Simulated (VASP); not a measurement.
# TaV (Cmmm) in VASP: notebook

TaV is run at these levels: PBE, LDA; tasks: single point.

All numbers are computed with VASP 6.6.1; they aren't measurements. Logs are shortened: lines on timing, memory, paths and dates and some standing lists are left out, and cuts for length are marked.

## 1. The cell of the first run

Symmetry: Cmmm, No. 65, orthorhombic system. The conventional cell has a = 3.213 Å, b = 4.616 Å, c = 4.341 Å, α = 90.00°, β = 90.00°, γ = 90.00°. Within 3.6 Å of Ta (site symmetry mmm) lie 8 V at 2.70 to 3.17 Å and 6 Ta at 2.81 to 3.21 Å. Within 3.6 Å of V (site symmetry mmm) lie 8 Ta at 2.70 to 3.17 Å and 6 V at 2.81 to 3.21 Å.

## 2. Single point, PBE, collinear spin, ferromagnetic start

INCAR reads:

```
SYSTEM = TaV
  ALGO = Normal
  EDIFF = 1E-7
  ENCUT = 520
  GGA = PE
  ISIF = 2
  ISMEAR = 0
  ISPIN = 2
  LASPH = .True.
  LCHARG = .False.
  LMAXMIX = 4
  LORBIT = 11
  LREAL = .False.
  LWAVE = .False.
  MAGMOM = 0 2
  NBANDS = 23
  NELM = 150
  PREC = Accurate
  SIGMA = 0.1
```

KPOINTS reads:

```
k-points
0
Gamma
  8 8 5
  0 0 0
```

POSCAR reads:

```
TaV
1.0
    1.6067000000     -2.3077750000      0.0000000000
    1.6067000000      2.3077750000      0.0000000000
    0.0000000000      0.0000000000      4.3413610000
Ta V
1 1
Direct
    0.0000000000      0.0000000000      0.0000000000
    0.5000000000      0.5000000000      0.5000000000
```

Potentials or basis: VASP PAW PBE potentials, release 64 (Ta_pv, V_sv).

On the command line:

```
cat potpaw_PBE.64/Ta_pv/POTCAR potpaw_PBE.64/V_sv/POTCAR > POTCAR
mpirun -np 1 vasp_std > vasp.out
```

OUTCAR:

```text
SYSTEM = TaV
   EDIFF = 1E-7
   ENCUT = 520
   GGA = PE
   ISIF = 2
   ISMEAR = 0
   ISPIN = 2
   LASPH = .True.
   LORBIT = 11
   LREAL = .False.
   NELM = 150
   PREC = Accurate

 ion  position               nearest neighbor table
   1  0.000  0.000  0.000-   2 2.70   2 2.70   2 2.70   2 2.70   2 3.17   2 3.17   2 3.17   2 3.17

   2  0.500  0.500  0.500-   1 2.70   1 2.70   1 2.70   1 2.70   1 3.17   1 3.17   1 3.17   1 3.17

  LATTYP: Found a base centered orthorhombic cell.
 ALAT       =     3.2134000000
 B/A-ratio  =     1.4363446816
 C/A-ratio  =     1.3510179249

  Lattice vectors:

 A1 = (   1.6067000000,  -2.3077750000,   0.0000000000)
 A2 = (   1.6067000000,   2.3077750000,   0.0000000000)
 A3 = (   0.0000000000,   0.0000000000,   4.3413610000)

Analysis of symmetry for initial positions (statically):
=====================================================================
 Subroutine PRICEL returns:
 Original cell was already a primitive cell.

 Routine SETGRP: Setting up the symmetry group for a
 base centered orthorhombic supercell.

 Subroutine GETGRP returns: Found  8 space group operations
 (whereof  8 operations were pure point group operations)
 out of a pool of  8 trial point group operations.

The static configuration has the point symmetry D_2h.

Analysis of symmetry for dynamics (positions and initial velocities):
=====================================================================
 Subroutine PRICEL returns:
 Original cell was already a primitive cell.

 Routine SETGRP: Setting up the symmetry group for a
 base centered orthorhombic supercell.

 Subroutine GETGRP returns: Found  8 space group operations
 (whereof  8 operations were pure point group operations)
 out of a pool of  8 trial point group operations.

The dynamic configuration has the point symmetry D_2h.

Analysis of structural, dynamic, and magnetic symmetry:
=====================================================================
 Subroutine PRICEL returns:
 Original cell was already a primitive cell.

 Routine SETGRP: Setting up the symmetry group for a
 base centered orthorhombic supercell.

 Subroutine GETGRP returns: Found  8 space group operations
 (whereof  8 operations were pure point group operations)
 out of a pool of  8 trial point group operations.

The overall configuration has the point symmetry D_2h.

 Subroutine INISYM returns: Found  8 space group operations
 (whereof  8 operations are pure point group operations),
 and found     1 'primitive' translations

----------------------------------------------------------------------------------------

                                     Primitive cell

  volume of cell :      32.1947

  direct lattice vectors                    reciprocal lattice vectors
     1.606700000 -2.307775000  0.000000000     0.311196863 -0.216658903  0.000000000
     1.606700000  2.307775000  0.000000000     0.311196863  0.216658903  0.000000000
     0.000000000  0.000000000  4.341361000     0.000000000  0.000000000  0.230342512

  length of vectors
     2.811994015  2.811994015  4.341361000     0.379189356  0.379189356  0.230342512

  position of ions in fractional coordinates (direct lattice)
     0.000000000  0.000000000  0.000000000
     0.500000000  0.500000000  0.500000000

  ion indices of the primitive-cell ions
   primitive index   ion index
                 1           1
                 2           2

----------------------------------------------------------------------------------------

 KPOINTS: k-points

Automatic generation of k-mesh.
 Grid dimensions read from file:
 generate k-points for:    8    8    5

 Generating k-lattice:

  Cartesian coordinates                     Fractional coordinates (reciprocal lattice)
     0.038899608 -0.027082363  0.000000000     0.125000000 -0.000000000  0.000000000
     0.038899608  0.027082363  0.000000000    -0.000000000  0.125000000  0.000000000
     0.000000000  0.000000000  0.046068502     0.000000000  0.000000000  0.200000000

  Length of vectors
     0.047398670  0.047398670  0.046068502

  Shift w.r.t. Gamma in fractional coordinates (k-lattice)
     0.000000000  0.000000000  0.000000000

 Subroutine IBZKPT returns following result:
 ===========================================

 Found     63 irreducible k-points:

 Following reciprocal coordinates:
            Coordinates               Weight
  0.000000  0.000000  0.000000      1.000000
  0.125000  0.000000  0.000000      4.000000
  0.250000  0.000000  0.000000      4.000000
  0.375000 -0.000000  0.000000      4.000000
  0.500000  0.000000  0.000000      2.000000
  0.125000  0.125000  0.000000      2.000000
[... 16 lines left out ...]
  0.125000  0.000000  0.200000      8.000000
  0.250000  0.000000  0.200000      8.000000
 [... further k-points ...]
   k-points           NKPTS =     63   k-points in BZ     NKDIM =     63   number of bands    NBANDS=     23
   number of dos      NEDOS =    301   number of ions     NIONS =      2
   total plane-waves  NPLWV =  18432
   dimension x,y,z NGX =    24 NGY =   24 NGZ =   32
   dimension x,y,z NGXF=    48 NGYF=   48 NGZF=   64
   ions per type =               1   1
   NGX,Y,Z   is equivalent  to a cutoff of  14.19, 14.19, 12.25 a.u.
   NGXF,Y,Z  is equivalent  to a cutoff of  28.38, 28.38, 24.51 a.u.
 SYSTEM =  TaV
   PREC   = accura    normal or accurate (medium, high low for compatibility)
   ISTART =      0    job   : 0-new  1-cont  2-samecut
   ICHARG =      2    charge: 1-file 2-atom 10-const
   ISPIN  =      2    spin polarized calculation?
   LNONCOLLINEAR =      F non collinear calculations
   LSORBIT =      F    spin-orbit coupling
   LASPH  =      T    aspherical Exc in radial PAW
   ENCUT  =  520.0 eV  38.22 Ry    6.18 a.u.   5.23  5.23  8.07*2*pi/ulx,y,z
   NELM   =    150;   NELMIN=  2; NELMDL= -5     # of ELM steps
   EDIFF  = 0.1E-06   stopping-criterion for ELM
   LREAL  =      F    real-space projection
   EDIFFG = 0.1E-05   stopping-criterion for IOM
   NSW    =      0    number of steps for IOM
   IBRION =     -1    ionic relax: 0-MD 1-quasi-New 2-CG
   NFREE  =      0    steps in history (QN), initial steepest desc. (CG)
   ISIF   =      2    stress and relaxation
   ISYM   =      2    0-nonsym 1-usesym 2-fastsym
   POTIM  = 0.5000    time-step for ionic-motion
   TEBEG  =    0.0;   TEEND  =   0.0 temperature during run
   PSTRESS=    0.0 pullay stress
   NELECT =      24.0000    total number of electrons
   NUPDOWN=      -1.0000    fix difference up-down
   EMIN   =  10.00;   EMAX   =-10.00  energy-range for DOS
   EFERMI =   0.00;   METHOD = LEGACY
   ISMEAR =     0;   SIGMA  =   0.10  broadening in eV -4-tet -1-fermi 0-gaus
   EFERMI_NEDOS =   21; number of points for ismear=-14 and -15
   IALGO  =     38    algorithm
   IMIX   =      4    mixing-type and parameters
     AMIX     =   0.40;   BMIX     =  1.00
     AMIX_MAG =   1.60;   BMIX_MAG =  1.00
  volume/ion in A,a.u.               =      16.10       108.63
  Fermi-wavevector in a.u.,A,eV,Ry     =   1.484399  2.805107 29.979609  2.203439
  Thomas-Fermi vector in A             =   2.597940
   LORBIT       =     11    0 simple, 1 ext, 2 COOP (PROOUT), +10 PAW based schemes
   GGA     = PE    functional components
   LHFCALC =     F    Hartree Fock is set to
   AEXX    =    0.0000 exact exchange contribution
   IVDW    =     0    specifies the selected vdW correction
   LEPSILON=     F    determine dielectric tensor
   LRPA    =     F    only Hartree local field effects (RPA)
 spin polarized calculation
 Gauss-broadening in eV      SIGMA  =   0.10
  energy-cutoff  :      520.00
  volume of cell :       32.19
 maximum number of plane-waves:       878
 NGX is ok and might be reduce to    24
   NGX = 11   NGY = 11   NGZ = 17

 number of electron      24.0000002 magnetization       0.3529881

 Free energy of the ion-electron system (eV)
  ---------------------------------------------------
  ext. energy  EPLUGINS =         0.00000000
  ---------------------------------------------------
  free energy    TOTEN  =       -20.65475157 eV

  energy without entropy =      -20.64006312  energy(sigma->0) =      -20.64740734

 E-fermi :   7.0583     XC(G=0): -12.6078

 val. band max:        7.0395495866   @ k =  -0.1250   0.1250   0.0000
 cond. band min:       7.0622074869   @ k =  -0.1250   0.1250   0.2000
 fundamental gap:      0.0226579003
 Fermi energy:         7.0583336113

 spin component 1

 k-point     1 :       0.0000    0.0000    0.0000
  band No.  band energies     occupation
      1     -56.7941      1.00000
      2     -30.6797      1.00000
      3     -30.5143      1.00000
      4     -30.4354      1.00000
      5     -26.4570      1.00000
      6     -26.0200      1.00000
[... 15 lines left out ...]
     22      21.8852      0.00000
     23      23.9616      0.00000

 k-point     2 :       0.1250    0.0000    0.0000
  band No.  band energies     occupation
      1     -56.7885      1.00000
      2     -30.6666      1.00000
      3     -30.5422      1.00000
      4     -30.4555      1.00000
      5     -26.4494      1.00000
      6     -26.1267      1.00000
[... 15 lines left out ...]
     22      21.8846      0.00000
     23      22.7721      0.00000

 k-point     3 :       0.2500    0.0000    0.0000
  band No.  band energies     occupation
      1     -56.7749      1.00000
      2     -30.6382      1.00000
      3     -30.6350      1.00000
      4     -30.4744      1.00000
      5     -26.4669      1.00000
      6     -26.4309      1.00000
[... 15 lines left out ...]
     22      21.8823      0.00000
     23      23.2657      0.00000
[... 495 lines left out ...]
 k-point    23 :       0.1250    0.0000    0.2000
  band No.  band energies     occupation
      1     -56.7887      1.00000
      2     -30.6543      1.00000
      3     -30.5415      1.00000
      4     -30.4554      1.00000
      5     -26.4734      1.00000
      6     -26.1267      1.00000
[... 15 lines left out ...]
     22      21.8844      0.00000
     23      23.3321      0.00000

 k-point    24 :       0.2500    0.0000    0.2000
  band No.  band energies     occupation
      1     -56.7749      1.00000
      2     -30.6494      1.00000
      3     -30.6245      1.00000
      4     -30.4745      1.00000
      5     -26.4713      1.00000
      6     -26.4278      1.00000
[... 15 lines left out ...]
     22      21.8813      0.00000
     23      22.8015      0.00000

 [... further k-points ...]

 spin component 2

 k-point     1 :       0.0000    0.0000    0.0000
  band No.  band energies     occupation
      1     -56.5226      1.00000
      2     -30.3972      1.00000
      3     -30.2341      1.00000
      4     -30.1936      1.00000
      5     -26.4427      1.00000
      6     -26.0204      1.00000
[... 15 lines left out ...]
     22      21.8918      0.00000
     23      24.0420      0.00000

 k-point     2 :       0.1250    0.0000    0.0000
  band No.  band energies     occupation
      1     -56.5170      1.00000
      2     -30.3835      1.00000
      3     -30.2666      1.00000
      4     -30.2092      1.00000
      5     -26.4357      1.00000
      6     -26.1279      1.00000
[... 15 lines left out ...]
     22      21.8912      0.00000
     23      22.9193      0.00000

 k-point     3 :       0.2500    0.0000    0.0000
  band No.  band energies     occupation
      1     -56.5033      1.00000
      2     -30.3724      1.00000
      3     -30.3502      1.00000
      4     -30.2187      1.00000
      5     -26.4700      1.00000
      6     -26.4187      1.00000
[... 15 lines left out ...]
     22      21.8890      0.00000
     23      23.3846      0.00000
[... 495 lines left out ...]
 k-point    23 :       0.1250    0.0000    0.2000
  band No.  band energies     occupation
      1     -56.5171      1.00000
      2     -30.3702      1.00000
      3     -30.2660      1.00000
      4     -30.2088      1.00000
      5     -26.4608      1.00000
      6     -26.1278      1.00000
[... 15 lines left out ...]
     22      21.8911      0.00000
     23      23.4547      0.00000

 k-point    24 :       0.2500    0.0000    0.2000
  band No.  band energies     occupation
      1     -56.5034      1.00000
      2     -30.3802      1.00000
      3     -30.3430      1.00000
      4     -30.2190      1.00000
      5     -26.4718      1.00000
      6     -26.4181      1.00000
[... 15 lines left out ...]
     22      21.8882      0.00000
     23      22.9120      0.00000

 [... further k-points ...]

------------------------ aborting loop because EDIFF is reached ----------------------------------------

  FORCE on cell =-STRESS in cart. coord.  units (eV):
  Direction    XX          YY          ZZ          XY          YZ          ZX
  --------------------------------------------------------------------------------------
  -------------------------------------------------------------------------------------
  Total       -0.1909244     -0.1463201      0.0680534     -0.0000000      0.0000000      0.0000000
  in kB       -9.5014075     -7.2816617      3.3866964     -0.0000000      0.0000000      0.0000000
  external PRESSURE =      -4.4654576 kB  Pullay stress =       0.0000000 kB

 VOLUME and BASIS-vectors are now :
 -----------------------------------------------------------------------------
  energy-cutoff  :      520.00
  volume of cell :       32.19
      direct lattice vectors                 reciprocal lattice vectors
     1.606700000 -2.307775000  0.000000000     0.311196863 -0.216658903  0.000000000
     1.606700000  2.307775000  0.000000000     0.311196863  0.216658903  0.000000000
     0.000000000  0.000000000  4.341361000     0.000000000  0.000000000  0.230342512

 POSITION                                       TOTAL-FORCE (eV/Angst)
 -----------------------------------------------------------------------------------
      0.00000      0.00000      0.00000        -0.000000      0.000000      0.000000
      1.60670      0.00000      2.17068         0.000000     -0.000000      0.000000
 -----------------------------------------------------------------------------------
    total drift:                                0.000000      0.000000     -0.000000

  FREE ENERGIE OF THE ION-ELECTRON SYSTEM (eV)
  ---------------------------------------------------
  free  energy   TOTEN  =       -20.6547515705 eV

  energy  without entropy=      -20.6400631166  energy(sigma->0) =      -20.64740734

 total charge

# of ion       s       p       d       tot
------------------------------------------
    1        0.391   6.164   2.446   9.002
    2        2.307   6.198   3.030  11.535
--------------------------------------------------
tot          2.698  12.363   5.476  20.538

 magnetization (x)

# of ion       s       p       d       tot
------------------------------------------
    1       -0.002   0.008  -0.001   0.005
    2        0.004   0.008   0.280   0.292
--------------------------------------------------
tot          0.002   0.016   0.279   0.297
```

It took 99 s on 1 thread of Intel Xeon Platinum 8259CL at 2.50GHz (Skylake/Cascade Lake), shared host; peak memory 0.21 GiB.

Results:

| Quantity | Value |
| --- | --- |
| Free energy | -20.6548 eV |
| Pressure | -0.4 GPa |
| Net moment | 0.35 μB per cell |
| Site moments | Ta +0.01; V +0.29 μB |
| Valence electrons inside the program's atomic spheres | Ta 9.00; V 11.54 |

Caveat: spin-orbit coupling is left out, which moves the levels of the heavy elements.

## 3. Single point, PBE, collinear spin, ferromagnetic start

INCAR reads:

```
PREC = Accurate
ENCUT = 520
EDIFF = 1E-6
ISMEAR = 0
SIGMA = 0.1
LREAL = False
LASPH = True
NELM = 150
ALGO = Fast
ISIF = 2
LWAVE = False
LCHARG = False
ISPIN = 2
MAGMOM = 0 2
LORBIT = 11
LMAXMIX = 4
GGA = PE
NBANDS = 23
```

KPOINTS reads:

```
Automatic mesh
0
Gamma
  8 8 5
```

POSCAR is that of step 2.

Potentials or basis: VASP PAW PBE potentials, release 64 (Ta_pv, V_sv).

On the command line:

```
cat potpaw_PBE.64/Ta_pv/POTCAR potpaw_PBE.64/V_sv/POTCAR > POTCAR
mpirun -np 1 vasp_std > vasp.out
```

It took 83 s on 1 thread of Intel Xeon Platinum 8259CL at 2.50GHz (Skylake/Cascade Lake), shared host; peak memory 0.21 GiB.

The run converged. Its results:

- Free energy: -20.6548 eV
- Pressure: -0.4 GPa
- Net moment: 0.36 μB per cell
- Site moments: Ta +0.01; V +0.29 μB
- Valence electrons inside the program's atomic spheres: Ta 9.00; V 11.54

Stress tensor (GPa, compression positive):
```
-0.94  0.00  0.00
 0.00 -0.72  0.00
 0.00  0.00  0.34
```

Levels at points of the mesh, in eV from the Fermi level:
Spin up:
```tsv
k point	band 8	band 9	band 10	band 11	band 12	band 13	band 14	band 15	band 16	band 17
(0.00, 0.00, 0.00)	-7.36	-3.69	-1.35	-0.06	0.40	0.79	1.90	2.09	2.16	4.11
(0.50, 0.00, 0.00)	-3.39	-1.97	-1.54	-0.87	-0.78	-0.36	1.51	2.18	3.91	4.43
(0.50, 0.50, 0.00)	-4.15	-3.27	-3.04	-1.56	1.08	2.81	2.83	3.63	4.66	5.22
```
Spin down:
| k point | band 8 | band 9 | band 10 | band 11 | band 12 | band 13 | band 14 | band 15 | band 16 | band 17 |
| --- | --- | --- | --- | --- | --- | --- | --- | --- | --- | --- |
| (0.00, 0.00, 0.00) | -7.29 | -3.61 | -1.24 | 0.24 | 0.61 | 0.94 | 2.09 | 2.19 | 2.29 | 4.13 |
| (0.50, 0.00, 0.00) | -3.37 | -1.79 | -1.49 | -0.81 | -0.52 | -0.17 | 1.80 | 2.38 | 3.93 | 4.62 |
| (0.50, 0.50, 0.00) | -4.10 | -3.19 | -2.92 | -1.32 | 1.17 | 2.98 | 3.12 | 3.75 | 4.81 | 5.42 |

Caveat: spin-orbit coupling is left out, which moves the levels of the heavy elements.

## 4. Single point, LDA, collinear spin, ferromagnetic start

This run uses another cell than the first one, of 14.66 Å³/atom, 0.911 times its volume.

INCAR reads:

```
SYSTEM = TaV
ALGO = Normal
EDIFF = 1E-6
ENCUT = 520
ISIF = 2
ISMEAR = -1
ISPIN = 2
LASPH = .True.
LCHARG = .False.
LMAXMIX = 4
LORBIT = 11
LREAL = .False.
LWAVE = .False.
MAGMOM = 0 2
NBANDS = 23
NELM = 150
PREC = Accurate
SIGMA = 0.05
```

KPOINTS reads:

```
k-points
0
Gamma
  7 7 5
  0 0 0
```

POSCAR reads:

```
TaV
1.0
    1.5535675934     -2.2449835552      0.0000000000
    1.5535675934      2.2449835552      0.0000000000
    0.0000000000      0.0000000000      4.2033255471
Ta V
1 1
Direct
    0.0000000000      0.0000000000      0.0000000000
    0.5000000000      0.5000000000      0.5000000000
```

Potentials or basis: VASP PAW LDA potentials, release 64 (Ta_pv, V_sv).

On the command line:

```
cat potpaw_LDA.64/Ta_pv/POTCAR potpaw_LDA.64/V_sv/POTCAR > POTCAR
mpirun -np 1 vasp_std > vasp.out
```

Wall time 86 s (1 thread of Oxide Virtual Turin-like, shared host); peak memory 0.13 GiB.

It converged, with:

```
Free energy                                           : -22.6001 eV
Pressure                                              : 6.0 GPa
Band gap on the k mesh                                : zero (filled and empty bands overlap)
Net moment                                            : 0.00 μB per cell
Valence electrons inside the program's atomic spheres : Ta 9.21; V 11.72
```

Stress tensor (GPa, compression positive):
```
6.07 0.00 0.00
0.00 6.03 0.00
0.00 0.00 5.89
```

Levels at points of the mesh, in eV from the Fermi level:
Spin up:
| k point | band 8 | band 9 | band 10 | band 11 | band 12 | band 13 | band 14 | band 15 | band 16 | band 17 |
| --- | --- | --- | --- | --- | --- | --- | --- | --- | --- | --- |
| (0.00, 0.00, 0.00) | -7.51 | -4.05 | -1.52 | 0.02 | 0.46 | 0.93 | 2.18 | 2.44 | 2.77 | 4.40 |
Spin down:
```tsv
k point	band 8	band 9	band 10	band 11	band 12	band 13	band 14	band 15	band 16	band 17
(0.00, 0.00, 0.00)	-7.51	-4.05	-1.52	0.02	0.46	0.93	2.18	2.44	2.77	4.40
```

Caveat: spin-orbit coupling is left out, which moves the levels of the heavy elements.
